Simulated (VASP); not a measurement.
The system is Ir.

```
Ir
1.0
     2.70851    0.00000    0.00000
     1.35426    2.34564    0.00000
     1.35426    0.78188    2.21149
Ir
1
Direct
  0.00000 0.00000 0.00000
```

Base run:

```yaml
Program: VASP 6.6.1
Functional: PBEsol
Potentials_or_basis: VASP PAW PBE potentials, release 64 (Ir_sv_GW)
Cutoff: 500 eV
k_mesh: 10 × 10 × 10
Occupations: gaussian, width 0.05 eV
Spin: no spin polarisation
```

Its results: pressure -3.3 GPa.

The run is repeated on the same cell with these changes: potentials or basis from VASP PAW PBE potentials, release 64 (Ir_sv_GW) to VASP PAW PBE potentials, release 64 (Ir); cutoff from 500 eV to 520 eV; further incar settings from ALGO = Normal; EDIFF = 1e-06; NBANDS = 14 to ALGO = Normal; EDIFF = 1e-06; NBANDS = 10; valence electrons from 17 to 9. What comes out?

Pressure 1.0 GPa.

Caveats: the PAW data sets were made with another functional, which shifts forces and pressure a little.
